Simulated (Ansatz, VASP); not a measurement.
## PbS in VASP and in Ansatz

Contents of INCAR:

```
PREC = Accurate
ENCUT = 520
EDIFF = 1E-6
ISMEAR = 0
SIGMA = 0.03
LREAL = F
LASPH = T
NELM = 100
ALGO = Normal
ISIF = 2
LWAVE = F
LCHARG = F
GGA = PE
IVDW = 12
NBANDS = 72
```

The input KPOINTS:

```
regular mesh
0
Gamma
  6 8 3
```

POSCAR

```
PbS
1.0
    5.9342629277      0.0000000000      0.0000000000
    0.0000000000      2.9671314639     -2.9671314639
    0.0000000000      8.9013943916      8.9013943916
Pb S
6 6
Direct
    0.0000000000      0.0000000000      0.3333333333
    0.5000000000      0.5000000000      0.5000000000
    0.0000000000      0.0000000000      0.6666666667
    0.5000000000      0.5000000000      0.8333333333
    0.0000000000      0.0000000000      1.0000000000
    0.5000000000      0.5000000000      0.1666666667
    0.5000000000      0.0000000000      0.3333333333
    0.0000000000      0.5000000000      0.5000000000
    0.5000000000      0.0000000000      0.6666666667
    0.0000000000      0.5000000000      0.8333333333
    0.5000000000      0.0000000000      0.0000000000
    0.0000000000      0.5000000000      0.1666666667
```

Input for Ansatz:

```yaml
crystal:
  lattice:
    - [5.9342629277, 0.0, 0.0]
    - [0.0, 2.9671314639, -2.9671314639]
    - [0.0, 8.9013943916, 8.9013943916]
  atoms:
    - { symbol: Pb, position: [0.0, 0.0, 0.3333333333] }
    - { symbol: Pb, position: [0.5, 0.5, 0.5] }
    - { symbol: Pb, position: [0.0, 0.0, 0.6666666667] }
    - { symbol: Pb, position: [0.5, 0.5, 0.8333333333] }
    - { symbol: Pb, position: [0.0, 0.0, 1.0] }
    - { symbol: Pb, position: [0.5, 0.5, 0.1666666667] }
    - { symbol: S, position: [0.5, 0.0, 0.3333333333] }
    - { symbol: S, position: [0.0, 0.5, 0.5] }
    - { symbol: S, position: [0.5, 0.0, 0.6666666667] }
    - { symbol: S, position: [0.0, 0.5, 0.8333333333] }
    - { symbol: S, position: [0.5, 0.0, 0.0] }
    - { symbol: S, position: [0.0, 0.5, 0.1666666667] }
basis:
  ecutwfc: 420
kpoints:
  mp_grid: { grid: [6, 8, 3] }
hamiltonian:
  xc: pbe
  dispersion: d3bj
scf:
  occupations: { method: gaussian, width: 0.03 }
output:
  forces: true
  stress: true
  eigenvalues: true
  write_density: true
  write_potential: true
  elf: true
  volumetric_format: npy
```

Alike in both runs: task single point; functional PBE; dispersion D3(BJ); k mesh 6 × 8 × 3; occupations gaussian, width 0.03 eV; no spin polarisation.

|  | VASP | Ansatz |
| --- | --- | --- |
| version | VASP 6.6.1 | Ansatz 0.2.0 |
| potentials or method | VASP PAW PBE potentials, release 64 (Pb_d, S), cutoff 520 eV | scalar-relativistic, plane waves, PAW |
| valence electrons in the cell | 120 | 120 |

|  | VASP | Ansatz | Ansatz less VASP |
| --- | --- | --- | --- |
| pressure (GPa) | -0.1 | 0.0 | +0.07 |

Spin-orbit coupling is off throughout.
